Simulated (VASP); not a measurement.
Runs of VASP 6.6.1 on RbBr. The structure is that of space group Fm-3m (No. 225), or close to it. The cells are those of the table. 

```tsv
task	cell	gap on the mesh (eV)	pressure (GPa)
single point	a = 4.911 Å, angles 60.0°, 2 atoms	4.12	(c)
electric field gradients	a = 4.799, b = 4.799, c = 4.847 Å, angles 59.7, 59.7, 60.7°, 2 atoms	4.24	0.3
electric field gradients	a = 4.823, b = 4.823, c = 4.847 Å, angles 59.8, 59.8, 60.3°, 2 atoms	(a)	0.1
single point	a = 4.896 Å, angles 58.7°, 2 atoms	4.19	0.0
electric field gradients	a = 4.799, b = 4.799, c = 4.750 Å, angles 60.3, 60.3, 59.3°, 2 atoms	4.29	(b)
```

Alike in all rows: level PBEsol; potentials or basis VASP PAW PBE potentials, release 64 (Rb_sv, Br); no spin polarisation; k mesh 7 × 7 × 7; cutoff (eV) 520; smearing fermi-dirac 0.03 eV.

Question: Estimate the missing entries.

Answer: (a) 4.23; (b) 0.6; (c) -0.5.

Caveats: the PAW data sets were made with another functional, which shifts forces and pressure a little.

A k mesh can miss the band edges, and the runs leave out spin-orbit coupling on Br, Rb.
